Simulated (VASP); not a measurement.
A run of VASP 6.6.1 is set up as follows.

INCAR

```
SYSTEM = CuI
ALGO = Normal
EDIFF = 1E-6
ENCUT = 520
GGA = PE
ISIF = 2
ISMEAR = 0
LASPH = .True.
LCHARG = .False.
LREAL = .False.
LWAVE = .False.
NBANDS = 46
NELM = 60
PREC = Accurate
SIGMA = 0.05
```

The input KPOINTS:

```
k-points
0
Gamma
  6 6 3
  0 0 0
```

POSCAR

```
CuI
1.0
    4.2977998338      0.0000000000      0.0000000000
    0.0000000000      4.2977998338      0.0000000000
    0.0000000000      0.0000000000     12.1560136268
I Cu
4 4
Direct
    0.0000000000      0.0000000000      0.0000000000
    0.5000000000      0.5000000000      0.2500000000
    0.0000000000      0.5000000000      0.6250000000
    0.5000000000      0.0000000000      0.8750000000
    0.0000000000      0.5000000000      0.1250000000
    0.5000000000      0.0000000000      0.3750000000
    0.0000000000      0.0000000000      0.5000000000
    0.5000000000      0.5000000000      0.7500000000
```

Potentials or basis: VASP PAW PBE potentials, release 64 (I, Cu).

Command:

```console
$ cat potpaw_PBE.64/I/POTCAR potpaw_PBE.64/Cu/POTCAR > POTCAR
$ mpirun -np 1 vasp_std > vasp.out
```

Predict the band gap on the k mesh.

zero (bands 36 and 37 overlap by 0.39 eV).

What does it give for the largest force?

6.018 eV/Å.

Estimate the pressure.

6.5 GPa.

Forces in eV/Å, atoms in the order of the input:
```
I    0.000  0.000  6.018
I    0.000  0.000  0.119
I    0.000  0.000 -0.119
I    0.000  0.000 -6.018
Cu   0.000  0.000  0.019
Cu   0.000  0.000  0.188
Cu   0.000  0.000 -0.188
Cu   0.000  0.000 -0.019
```

Caveat: the stress differs along the axes, from -0 to 14 GPa; semilocal functionals underestimate gaps, and a narrow one can read as zero; spin-orbit coupling is left out, which moves the levels of the heavy elements; forces of over 1 eV/Å act on the atoms, so gaps and moduli don't describe the material at rest.
